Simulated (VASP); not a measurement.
AlN: relaxation of the atoms with PBEsol

Crystal: AlN.

```
Al N
1.0
     3.06707    0.00000    0.00000
    -1.53354    2.65616    0.00000
     0.00000    0.00000    5.02700
Al N
2 2
Cartesian
  0.0000 1.7708 0.0109
  1.5335 0.8854 2.5244
  0.0000 1.7708 1.9094
  1.5335 0.8854 4.4229
```

This cell differs from its parent crystal: strained cell.

- Program: VASP 6.6.1
- Task: relaxation of the atoms
- Functional: PBEsol
- Potentials or basis: VASP PAW PBE potentials, release 64 (Al, N)
- Cutoff: 520 eV
- k mesh: 9 × 9 × 4
- Occupations: gaussian, width 0.02 eV
- Spin: no spin polarisation
- Dipole correction: no
- Further INCAR settings: ALGO = Normal; EDIFF = 1e-07; IBRION = 2; EDIFFG = -0.002; NSW = 60

- Energy gained by relaxing: 0.0 meV/atom
- Ionic steps: 3
- Pressure after relaxing: 4.8 GPa
- Band gap on the k mesh: 4.42 eV

Stress tensor (GPa, compression positive):
```
 7.21  0.00  0.00
 0.00  7.21  0.00
 0.00  0.00 -0.02
```

Final structure:
```xyz
4
Lattice="3.0671 0.0000 0.0000 -1.5335 2.6562 0.0000 0.0000 0.0000 5.0270" Properties=species:S:1:pos:R:3 pbc="T T T"
Al    0.0000    1.7708    0.0111
Al    1.5335    0.8854    2.5246
N     0.0000    1.7708    1.9092
N     1.5335    0.8854    4.4227
```

Levels at points of the mesh, in eV from the valence-band top:
```tsv
k point	band 4	band 5	band 6	band 7	band 8	band 9	band 10	band 11	band 12
(0.00, 0.00, 0.00)	-0.60	-0.60	-0.01	-0.01	0.00	4.42	7.11	10.65	11.57
(0.00, 0.00, 0.50)	-3.38	-0.31	-0.31	-0.31	-0.31	6.77	6.77	10.42	10.42
```

Wall time 16 s on 1 thread of Intel(R) Xeon(R) Platinum 8375C CPU @ 2.90GHz (Ice Lake) (shared host), peak memory 0.16 GiB.

Caveat: the cell differs from its parent crystal (strained cell); the PAW data sets were made with another functional, which shifts forces and pressure a little; an odd mesh through Γ misses points on the zone boundary, where band edges can lie.
